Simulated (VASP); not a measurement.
Set up this calculation in VASP 6.6.1, as the native input.

```yaml
Task: single point
Functional: PBE
Potentials_or_basis: VASP PAW PBE potentials, release 64 (Se, Zn)
Cutoff: 520 eV
k_mesh: 8 × 8 × 8
Occupations: gaussian, width 0.021 eV
Spin: no spin polarisation
Dipole_correction: no
Further_INCAR_settings: ALGO = Normal; EDIFF = 1e-06; NBANDS = 16
```

The structure of ZnSe (Stilleite) lies in POSCAR:

```
ZnSe
1.0
    0.0000000000      2.8338000000      2.8338000000
    2.8338000000      0.0000000000      2.8338000000
    2.8338000000      2.8338000000      0.0000000000
Se Zn
1 1
Direct
    0.7500000000      0.7500000000      0.7500000000
    0.0000000000      0.0000000000      0.0000000000
```

These files were run (other wordings do the same):

INCAR

```
SYSTEM = ZnSe
ALGO = Normal
EDIFF = 1E-6
ENCUT = 520
GGA = PE
ISIF = 2
ISMEAR = 0
LASPH = .True.
LCHARG = .True.
LELF = .True.
LREAL = .False.
LVHAR = .True.
LWAVE = .False.
NBANDS = 16
NELM = 100
PREC = Accurate
SIGMA = 0.020999999999999998
```

KPOINTS

```
k-points
0
Gamma
  8 8 8
  0 0 0
```

Potentials or basis: VASP PAW PBE potentials, release 64 (Se, Zn).

Command:

```bash
$ cat potpaw_PBE.64/Se/POTCAR potpaw_PBE.64/Zn/POTCAR > POTCAR
$ mpirun -np 1 vasp_std > vasp.out
```

It gave:

```yaml
Pressure: 2.3 GPa
Band_gap_on_the_k_mesh: 1.29 eV, direct
```

Wall time 21 s on 1 thread of Intel(R) Xeon(R) Platinum 8375C CPU @ 2.90GHz (Ice Lake), with other jobs on the host, peak memory 0.17 GiB.
